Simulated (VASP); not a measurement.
# GaP (rocksalt type) (Fm-3m) in VASP: a series of runs, part 2 of 4

VASP 6.6.1. Earlier steps stand in the parts before.

## Step 3: Electric field gradients, PBE (volume scaled by 0.975)

File INCAR:

```
ALGO = Normal
EDIFF = 1E-8
ENCUT = 520
GGA = PE
ISIF = 2
ISMEAR = -1
LASPH = True
LCHARG = False
LEFG = True
LREAL = False
LWAVE = False
NBANDS = 16
NELM = 100
PREC = Accurate
SIGMA = 0.05
```

File KPOINTS:

```
k-points
0
Gamma
  12 12 12
```

File POSCAR:

```
GaP
1.0
    0.0000000000      2.5587820142      2.5587820142
    2.5587820142      0.0000000000      2.5587820142
    2.5587820142      2.5587820142      0.0000000000
Ga P
1 1
Direct
    0.0000000000      0.0000000000      0.0000000000
    0.5000000000      0.5000000000      0.5000000000
```

Potentials or basis: VASP PAW PBE potentials, release 64 (Ga_d, P).

On the command line:

```sh
$ cat potpaw_PBE.64/Ga_d/POTCAR potpaw_PBE.64/P/POTCAR > POTCAR
$ mpirun -np 1 vasp_std > vasp.out
```

OUTCAR:

```text
EDIFF = 1E-8
   ENCUT = 520
   GGA = PE
   ISIF = 2
   ISMEAR = -1
   LASPH = True
   LREAL = False
   NELM = 100
   PREC = Accurate

 ion  position               nearest neighbor table
   1  0.000  0.000  0.000-   2 2.56   2 2.56   2 2.56   2 2.56   2 2.56   2 2.56
   2  0.500  0.500  0.500-   1 2.56   1 2.56   1 2.56   1 2.56   1 2.56   1 2.56

  LATTYP: Found a face centered cubic cell.
 ALAT       =     5.1175640284

  Lattice vectors:

 A1 = (   0.0000000000,   2.5587820142,   2.5587820142)
 A2 = (   2.5587820142,   0.0000000000,   2.5587820142)
 A3 = (   2.5587820142,   2.5587820142,   0.0000000000)

Analysis of symmetry for initial positions (statically):
=====================================================================
 Subroutine PRICEL returns:
 Original cell was already a primitive cell.

 Routine SETGRP: Setting up the symmetry group for a
 face centered cubic supercell.

[... 644 lines left out ...]
      direct lattice vectors                 reciprocal lattice vectors
     0.000000000  2.558782014  2.558782014    -0.195405469  0.195405469  0.195405469
     2.558782014  0.000000000  2.558782014     0.195405469 -0.195405469  0.195405469
     2.558782014  2.558782014  0.000000000     0.195405469  0.195405469 -0.195405469

 POSITION                                       TOTAL-FORCE (eV/Angst)
 -----------------------------------------------------------------------------------
      0.00000      0.00000      0.00000         0.000000      0.000000      0.000000
      2.55878      2.55878      2.55878         0.000000      0.000000     -0.000000
 -----------------------------------------------------------------------------------
    total drift:                               -0.000000      0.000000      0.000000

  FREE ENERGIE OF THE ION-ELECTRON SYSTEM (eV)
  ---------------------------------------------------
  free  energy   TOTEN  =        -8.3062338118 eV

  energy  without entropy=       -8.2953787838  energy(sigma->0) =       -8.30080630

 Electric field gradients (V/A^2)
---------------------------------------------------------------------
 ion       V_xx      V_yy      V_zz      V_xy      V_xz      V_yz
---------------------------------------------------------------------
   1       0.000     0.000     0.000    -0.002    -0.002    -0.002
   2       0.000    -0.000     0.000    -0.000    -0.000    -0.000
---------------------------------------------------------------------

 Electric field gradients after diagonalization (V/A^2)
 (convention: |V_zz| > |V_xx| > |V_yy|)
----------------------------------------------------------------------
 ion       V_xx      V_yy      V_zz     asymmetry (V_yy - V_xx)/ V_zz
----------------------------------------------------------------------
   1       0.002     0.002    -0.004       0.000
   2       0.000     0.000    -0.001       0.000
----------------------------------------------------------------------

           NMR quadrupolar parameters

 Cq : quadrupolar parameter    Cq=e*Q*V_zz/h
 eta: asymmetry parameters     (V_yy - V_xx)/ V_zz
 Q  : nuclear electric quadrupole moment in mb (millibarn)
----------------------------------------------------------------------
 ion       Cq(MHz)       eta       Q (mb)
----------------------------------------------------------------------
   1      -0.000       0.000       1.000
   2      -0.000       0.000       1.000
----------------------------------------------------------------------
```

OSZICAR:

```text
N       E                     dE             d eps       ncg     rms          rms(c)
DAV:   1     0.754449086632E+02    0.75445E+02   -0.89889E+03  2440   0.173E+03
DAV:   2    -0.320977502739E+01   -0.78655E+02   -0.74860E+02  2600   0.308E+02
DAV:   3    -0.840703422829E+01   -0.51973E+01   -0.51668E+01  2872   0.607E+01
DAV:   4    -0.847696392733E+01   -0.69930E-01   -0.69910E-01  2776   0.730E+00
DAV:   5    -0.847827780007E+01   -0.13139E-02   -0.13138E-02  2952   0.939E-01    0.379E+00
DAV:   6    -0.830944212126E+01    0.16884E+00   -0.31326E-01  3304   0.106E+01    0.240E+00
DAV:   7    -0.830576212280E+01    0.36800E-02   -0.36180E-02  2928   0.128E+00    0.111E+00
DAV:   8    -0.830619058665E+01   -0.42846E-03   -0.40803E-03  2872   0.791E-01    0.851E-02
DAV:   9    -0.830621761374E+01   -0.27027E-04   -0.37012E-04  3008   0.321E-01    0.664E-02
DAV:  10    -0.830622619817E+01   -0.85844E-05   -0.22847E-05  2976   0.443E-02    0.260E-02
DAV:  11    -0.830623407822E+01   -0.78800E-05   -0.10603E-05  2800   0.426E-02    0.212E-03
DAV:  12    -0.830623396848E+01    0.10974E-06   -0.49575E-07  2816   0.591E-03    0.725E-04
DAV:  13    -0.830623382774E+01    0.14074E-06   -0.41969E-08  2976   0.197E-03    0.768E-04
DAV:  14    -0.830623380387E+01    0.23869E-07   -0.50549E-09  1936   0.626E-04    0.112E-04
DAV:  15    -0.830623381180E+01   -0.79344E-08   -0.14323E-09  1472   0.249E-04
   1 F= -.83062338E+01 E0= -.83008063E+01  d E =-.108550E-01
```

Wall time 19 s (1 thread of Intel Xeon 6975P-C (Granite Rapids), shared host); peak memory 0.17 GiB.

What came out:

```yaml
Free_energy: -8.3062 eV
Pressure: 2.4 GPa
Band_gap_on_the_k_mesh: zero (band 9 reaches 7.24 eV, above the bottom of band 10 at 3.95 eV)
```

Caveat: the cell differs from its parent crystal (volume scaled by 0.975); without QUAD_EFG the Cq values of the log hold for a quadrupole moment of 1 mb, not for the nuclei.

## Step 4: Electric field gradients, PBE

This run uses another cell than the first one, of 17.18 Å³/atom, 1.053 times its volume.

File INCAR:

```
PREC     = Accurate       # precision mode
ENCUT    = 520            # plane-wave cutoff, eV
EDIFF    = 1E-8           # SCF threshold, eV
ISMEAR   = -1             # smearing method
SIGMA    = 0.05           # smearing width, eV
LREAL    = F              # projectors in reciprocal space
LASPH    = T              # aspherical terms in the spheres
NELM     = 60             # most SCF steps
ALGO     = Normal         # electronic algorithm
ISIF     = 2              # what is computed and relaxed
LWAVE    = F              # write WAVECAR
LCHARG   = F              # write CHGCAR
GGA      = PE             # functional
LEFG     = T            
NBANDS   = 16             # bands
```

File KPOINTS:

```
Automatic mesh
0
Gamma
  12 12 12
```

File POSCAR:

```
GaP
1.0
    0.0000000000      2.5804676415      2.5804676415
    2.5804676415      0.0000000000      2.5804676415
    2.5804676415      2.5804676415      0.0000000000
Ga P
1 1
Direct
    0.0000000000      0.0000000000      0.0000000000
    0.5000000000      0.5000000000      0.5000000000
```

Potentials or basis: VASP PAW PBE potentials, release 64 (Ga_d, P).

On the command line:

```sh
$ cat potpaw_PBE.64/Ga_d/POTCAR potpaw_PBE.64/P/POTCAR > POTCAR
$ mpirun -np 1 vasp_std > vasp.out
```

OUTCAR:

```text
PREC = Accurate
   ENCUT = 520
   EDIFF = 1E-8
   ISMEAR = -1
   LREAL = F
   LASPH = T
   NELM = 60
   ISIF = 2
   GGA = PE

 ion  position               nearest neighbor table
   1  0.000  0.000  0.000-   2 2.58   2 2.58   2 2.58   2 2.58   2 2.58   2 2.58
   2  0.500  0.500  0.500-   1 2.58   1 2.58   1 2.58   1 2.58   1 2.58   1 2.58

  LATTYP: Found a face centered cubic cell.
 ALAT       =     5.1609352830

  Lattice vectors:

 A1 = (   0.0000000000,   2.5804676415,   2.5804676415)
 A2 = (   2.5804676415,   0.0000000000,   2.5804676415)
 A3 = (   2.5804676415,   2.5804676415,   0.0000000000)

Analysis of symmetry for initial positions (statically):
=====================================================================
 Subroutine PRICEL returns:
 Original cell was already a primitive cell.

 Routine SETGRP: Setting up the symmetry group for a
 face centered cubic supercell.

 Subroutine GETGRP returns: Found 48 space group operations
[... 642 lines left out ...]
  volume of cell :       34.37
      direct lattice vectors                 reciprocal lattice vectors
     0.000000000  2.580467641  2.580467641    -0.193763329  0.193763329  0.193763329
     2.580467641  0.000000000  2.580467641     0.193763329 -0.193763329  0.193763329
     2.580467641  2.580467641  0.000000000     0.193763329  0.193763329 -0.193763329

 POSITION                                       TOTAL-FORCE (eV/Angst)
 -----------------------------------------------------------------------------------
      0.00000      0.00000      0.00000        -0.000000     -0.000000     -0.000000
      2.58047      2.58047      2.58047         0.000000      0.000000      0.000000
 -----------------------------------------------------------------------------------
    total drift:                               -0.000000      0.000000      0.000000

  FREE ENERGIE OF THE ION-ELECTRON SYSTEM (eV)
  ---------------------------------------------------
  free  energy   TOTEN  =        -8.3128600431 eV

  energy  without entropy=       -8.3020796299  energy(sigma->0) =       -8.30746984

 Electric field gradients (V/A^2)
---------------------------------------------------------------------
 ion       V_xx      V_yy      V_zz      V_xy      V_xz      V_yz
---------------------------------------------------------------------
   1      -0.000    -0.000     0.000    -0.003    -0.003    -0.003
   2      -0.000     0.000     0.000    -0.000    -0.000    -0.000
---------------------------------------------------------------------

 Electric field gradients after diagonalization (V/A^2)
 (convention: |V_zz| > |V_xx| > |V_yy|)
----------------------------------------------------------------------
 ion       V_xx      V_yy      V_zz     asymmetry (V_yy - V_xx)/ V_zz
----------------------------------------------------------------------
   1       0.003     0.003    -0.006       0.000
   2       0.000     0.000    -0.001       0.000
----------------------------------------------------------------------

           NMR quadrupolar parameters

 Cq : quadrupolar parameter    Cq=e*Q*V_zz/h
 eta: asymmetry parameters     (V_yy - V_xx)/ V_zz
 Q  : nuclear electric quadrupole moment in mb (millibarn)
----------------------------------------------------------------------
 ion       Cq(MHz)       eta       Q (mb)
----------------------------------------------------------------------
   1      -0.000       0.000       1.000
   2      -0.000       0.000       1.000
----------------------------------------------------------------------
```

stdout:

```text
POSCAR found type information on POSCAR GaP
 POSCAR found :  2 types and       2 ions
 scaLAPACK will be used
 LDA part: xc-table for (Slater+PW92), standard interpolation
 POSCAR, INCAR and KPOINTS ok, starting setup
 FFT: planning ... GRIDC
 FFT: planning ... GRID_SOFT
 FFT: planning ... GRID
 WAVECAR not read
 entering main loop
ion   1

ion   2
```

It took 20 s on 1 thread of Intel Xeon 6975P-C (Granite Rapids), shared host; peak memory 0.17 GiB.

Results:

| Property | Result |
| --- | --- |
| Free energy | -8.3129 eV |
| Pressure | 0.1 GPa |
| Band gap on the k mesh | zero (band 9 reaches 6.93 eV, above the bottom of band 10 at 3.74 eV) |

Caveat: without QUAD_EFG the Cq values of the log hold for a quadrupole moment of 1 mb, not for the nuclei.

(Part 2 of 4 ends here.)
